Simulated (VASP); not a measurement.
# Ti (I4/mmm) in VASP: further runs, part 2 of 2

VASP 6.6.1. Earlier steps stand in the parts before.

## 3. Single point, r2SCAN (strain +0.080 along x and y, +0.000 along z)

POSCAR reads:

```
Ti
1.0
    0.0000000000      2.1924000000      2.0300000000
    2.1924000000      0.0000000000      2.0300000000
    2.1924000000      2.1924000000      0.0000000000
Ti
1
Direct
    0.0000000000      0.0000000000      0.0000000000
```

INCAR.step1 reads:

```
PREC     = Accurate       # precision mode
ENCUT    = 520            # plane-wave cutoff, eV
ISMEAR   = 0              # smearing method
SIGMA    = 0.15           # smearing width, eV
LREAL    = False          # projectors in reciprocal space
LASPH    = True           # aspherical terms in the spheres
NELM     = 80             # most SCF steps
NBANDS   = 12             # bands
GGA      = PE             # functional
ALGO     = Normal         # electronic algorithm
EDIFF    = 1E-4           # SCF threshold, eV
LWAVE    = True           # write WAVECAR
LCHARG   = False          # write CHGCAR
```

INCAR.step2 reads:

```
PREC     = Accurate       # precision mode
ENCUT    = 520            # plane-wave cutoff, eV
EDIFF    = 1E-6           # SCF threshold, eV
ISMEAR   = 0              # smearing method
SIGMA    = 0.15           # smearing width, eV
LREAL    = False          # projectors in reciprocal space
LASPH    = True           # aspherical terms in the spheres
NELM     = 80             # most SCF steps
ALGO     = Normal         # electronic algorithm
ISIF     = 2              # what is computed and relaxed
LWAVE    = False          # write WAVECAR
LCHARG   = False          # write CHGCAR
METAGGA  = R2SCAN         # meta-GGA
LMIXTAU  = True         
NBANDS   = 12             # bands
ISTART   = 1
```

KPOINTS reads:

```
Automatic mesh
0
Gamma
  20 20 20
```

Potentials or basis: VASP PAW PBE potentials, release 64 (Ti_sv).

On the command line:

```sh
$ cat potpaw_PBE.64/Ti_sv/POTCAR > POTCAR
$ cp INCAR.step1 INCAR
$ mpirun -np 1 vasp_std > vasp.out
$ cp INCAR.step2 INCAR
$ mpirun -np 1 vasp_std > vasp.out
```

OUTCAR:

```text
PREC = Accurate
   ENCUT = 520
   EDIFF = 1E-6
   ISMEAR = 0
   LREAL = False
   LASPH = True
   NELM = 80
   ISIF = 2
   METAGGA = R2SCAN
   ISTART = 1

 ion  position               nearest neighbor table
   1  0.000  0.000  0.000-

  LATTYP: Found a body centered tetragonal cell.
 ALAT       =     3.1005218141
 C/A-ratio  =     1.3094570022

  Lattice vectors:

 A1 = (   0.0000000000,  -2.1924000000,  -2.0300000000)
 A2 = (   0.0000000000,   2.1924000000,  -2.0300000000)
 A3 = (   2.1924000000,   0.0000000000,   2.0300000000)

Analysis of symmetry for initial positions (statically):
=====================================================================
 Subroutine PRICEL returns:
 Original cell was already a primitive cell.

 Routine SETGRP: Setting up the symmetry group for a
 body centered tetragonal supercell.

 Subroutine GETGRP returns: Found 16 space group operations
 (whereof 16 operations were pure point group operations)
 out of a pool of 16 trial point group operations.

The static configuration has the point symmetry D_4h.

Analysis of symmetry for dynamics (positions and initial velocities):
=====================================================================
 Subroutine PRICEL returns:
 Original cell was already a primitive cell.

 Routine SETGRP: Setting up the symmetry group for a
 body centered tetragonal supercell.

 Subroutine GETGRP returns: Found 16 space group operations
 (whereof 16 operations were pure point group operations)
 out of a pool of 16 trial point group operations.

The dynamic configuration has the point symmetry D_4h.

 Subroutine INISYM returns: Found 16 space group operations
 (whereof 16 operations are pure point group operations),
 and found     1 'primitive' translations

----------------------------------------------------------------------------------------

                                     Primitive cell

  volume of cell :      19.5149
[... 108 lines left out ...]
  volume/ion in A,a.u.               =      19.51       131.69
  Fermi-wavevector in a.u.,A,eV,Ry     =   1.392131  2.630746 26.368474  1.938028
  Thomas-Fermi vector in A             =   2.515903
   LORBIT       =      0    0 simple, 1 ext, 2 COOP (PROOUT), +10 PAW based schemes
   METAGGA = R2SCAN    functional components
   LHFCALC =     F    Hartree Fock is set to
   AEXX    =    0.0000 exact exchange contribution
   IVDW    =     0    specifies the selected vdW correction
   LEPSILON=     F    determine dielectric tensor
   LRPA    =     F    only Hartree local field effects (RPA)
 non-spin polarized calculation
 Gauss-broadening in eV      SIGMA  =   0.15
  energy-cutoff  :      520.00
  volume of cell :       19.51
 maximum number of plane-waves:       542
   NGX = 11   NGY = 11   NGZ = 11

 number of electron      12.0000003 magnetization

 Free energy of the ion-electron system (eV)
  ---------------------------------------------------
  ext. energy  EPLUGINS =         0.00000000
  ---------------------------------------------------
  free energy    TOTEN  =       -12.80825942 eV

  energy without entropy =      -12.78724880  energy(sigma->0) =      -12.79775411

 E-fermi :   7.0238     XC(G=0): -11.8281

 val. band max:        7.0234111592   @ k =   0.3000   0.0000   0.0500
 cond. band min:       7.0252008770   @ k =  -0.2500   0.3000   0.1000
 fundamental gap:      0.0017897178
 Fermi energy:         7.0237553351

 k-point     1 :       0.0000    0.0000    0.0000
  band No.  band energies     occupation
      1     -52.2562      2.00000
      2     -27.1686      2.00000
      3     -27.1685      2.00000
      4     -27.1637      2.00000
      5       0.8571      2.00000
      6       7.8018      0.00000
      7       7.8018      0.00000
      8       8.2891      0.00000
      9       9.1880      0.00000
     10       9.7316      0.00000
     11      22.2934      0.00000
     12      25.9643      0.00000
[... 331 lines left out ...]
 k-point    24 :      -0.3500    0.0500    0.0000
  band No.  band energies     occupation
      1     -52.1896      2.00000
      2     -27.5565      2.00000
      3     -27.2376      2.00000
      4     -27.2107      2.00000
      5       3.9670      2.00000
      6       6.9463      1.53503
      7       7.7912      0.00000
      8       8.2605      0.00000
      9       9.9307      0.00000
     10      10.1273      0.00000
     11      16.2917      0.00000
     12      21.9403      0.00000

 [... further k-points ...]
[... 5 lines left out ...]
  --------------------------------------------------------------------------------------
  -------------------------------------------------------------------------------------
  Total       -1.3711158     -1.3711158     -1.0751167      0.0000000      0.0000000     -0.0000000
  in kB     -112.5690750   -112.5690750    -88.2674501      0.0000000      0.0000000     -0.0000000
  external PRESSURE =    -104.4685334 kB  Pullay stress =       0.0000000 kB

 VOLUME and BASIS-vectors are now :
 -----------------------------------------------------------------------------
  energy-cutoff  :      520.00
  volume of cell :       19.51
      direct lattice vectors                 reciprocal lattice vectors
     0.000000000  2.192400000  2.030000000    -0.228060573  0.228060573  0.246305419
     2.192400000  0.000000000  2.030000000     0.228060573 -0.228060573  0.246305419
     2.192400000  2.192400000  0.000000000     0.228060573  0.228060573 -0.246305419

 POSITION                                       TOTAL-FORCE (eV/Angst)
 -----------------------------------------------------------------------------------
      0.00000      0.00000      0.00000         0.000000      0.000000      0.000000
 -----------------------------------------------------------------------------------
    total drift:                                0.000000      0.000000      0.000000

  FREE ENERGIE OF THE ION-ELECTRON SYSTEM (eV)
  ---------------------------------------------------
  free  energy   TOTEN  =       -12.8082594249 eV

  energy  without entropy=      -12.7872488009  energy(sigma->0) =      -12.79775411
```

OSZICAR.step1:

```text
N       E                     dE             d eps       ncg     rms          rms(c)
DAV:   1     0.871340569324E+02    0.87134E+02   -0.65169E+03 15412   0.117E+03
DAV:   2    -0.435415114985E+01   -0.91488E+02   -0.89155E+02 15708   0.295E+02
DAV:   3    -0.880530751915E+01   -0.44512E+01   -0.44014E+01 21648   0.664E+01
DAV:   4    -0.890861065499E+01   -0.10330E+00   -0.10316E+00 17548   0.886E+00
DAV:   5    -0.891124324703E+01   -0.26326E-02   -0.26325E-02 18688   0.124E+00    0.759E+00
DAV:   6    -0.771700188497E+01    0.11942E+01   -0.25427E+00 16636   0.230E+01    0.190E+00
DAV:   7    -0.770095724619E+01    0.16045E-01   -0.88477E-02 18852   0.319E+00    0.121E+00
DAV:   8    -0.770550212124E+01   -0.45449E-02   -0.33222E-02 15924   0.252E+00    0.181E-01
DAV:   9    -0.770559273931E+01   -0.90618E-04   -0.46534E-03 20616   0.828E-01    0.798E-02
DAV:  10    -0.770557557771E+01    0.17162E-04   -0.25368E-04 16560   0.198E-01
   1 F= -.77055756E+01 E0= -.76934807E+01  d E =-.241898E-01
```

Wall time 10 min (1 thread of Intel Xeon 8259CL, shared host); peak memory 0.27 GiB.

Results:

| Property | Result |
| --- | --- |
| Free energy | -12.8083 eV |
| Pressure | -10.4 GPa |
| Band gap on the k mesh | zero (bands 6 and 7 overlap by 1.38 eV) |

Stress tensor (GPa, compression positive):
```
-11.26   0.00   0.00
  0.00 -11.26   0.00
  0.00   0.00  -8.83
```

Levels at points of the mesh, in eV from the Fermi level:
| k point | band 4 | band 5 | band 6 | band 7 | band 8 | band 9 |
| --- | --- | --- | --- | --- | --- | --- |
| (0.00, 0.00, 0.00) | -34.19 | -6.17 | 0.78 | 0.78 | 1.27 | 2.16 |
| (0.50, 0.00, 0.00) | -34.23 | -2.43 | 0.24 | 0.58 | 1.20 | 3.19 |
| (0.50, 0.50, 0.00) | -34.40 | -2.19 | -1.59 | 3.34 | 3.39 | 3.52 |
| (0.50, 0.00, 0.50) | -34.31 | -2.27 | -1.36 | 1.89 | 3.31 | 3.35 |

Caveat: the cell differs from its parent crystal (strain +0.080 along x and y, +0.000 along z); the cell stands under tension; the PAW data sets were made with another functional, which shifts forces and pressure a little.
